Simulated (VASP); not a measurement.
Set up this calculation in VASP 6.6.1, as the native input.

- Task: single point
- Functional: PBE
- Potentials or basis: VASP PAW PBE potentials, release 64 (Na_pv, Tm_3, Sb), 4f in core
- Cutoff: 500 eV
- k mesh: 6 × 6 × 2
- Occupations: gaussian, width 0.1 eV
- Spin: no spin polarisation
- Dipole correction: no
- Further INCAR settings: ALGO = Normal; EDIFF = 1e-06; NBANDS = 30

The structure of Na4TmSb lies in POSCAR:

```
Na4TmSb
1.0
    5.5522696612      0.0000000000      0.0000000000
   -2.7761348306      4.8084065752      0.0000000000
    0.0000000000      0.0000000000      6.4209877839
Na Tm Sb
4 1 1
Direct
    0.3333333333      0.6666666667      0.7561013887
    0.3333333333      0.6666666667      0.2438986113
    0.6666666667      0.3333333333      0.7561013887
    0.6666666667      0.3333333333      0.2438986113
    0.0000000000      0.0000000000      0.5000000000
    0.0000000000      0.0000000000      0.0000000000
```

The cell was generated, and may not be a known phase.

One way to write it, as run:

INCAR

```
SYSTEM = Na4TmSb
ALGO = Normal
EDIFF = 1E-6
ENCUT = 500
GGA = PE
GGA_COMPAT = .FALSE.
ISIF = 2
ISMEAR = 0
LASPH = .TRUE.
LCHARG = .TRUE.
LELF = .TRUE.
LMAXMIX = 6
LREAL = .FALSE.
LVHAR = .TRUE.
LWAVE = .FALSE.
NBANDS = 30
NELM = 200
PREC = Accurate
SIGMA = 0.1
```

KPOINTS

```
k-points
0
G
  6 6 2
  0 0 0
```

Potentials or basis: VASP PAW PBE potentials, release 64 (Na_pv, Tm_3, Sb), 4f in core.

The run is started by

```sh
$ cat potpaw_PBE.64/Na_pv/POTCAR potpaw_PBE.64/Tm_3/POTCAR potpaw_PBE.64/Sb/POTCAR > POTCAR
$ mpirun -np 1 vasp_std > vasp.out
```

It gave:

```
Pressure               : 0.1 GPa
Band gap on the k mesh : zero (bands 21 and 22 overlap by 0.36 eV)
```

Caveat: the k points lie up to 0.49 Å⁻¹ apart; spin-orbit coupling is left out, which moves the levels of the heavy elements; the 4f electrons are frozen in the core, so they carry no moment and show no levels.

Run time: 37 s on 1 thread of Intel(R) Xeon(R) 6975P-C (Granite Rapids), with other jobs on the host, peak memory 0.29 GiB.
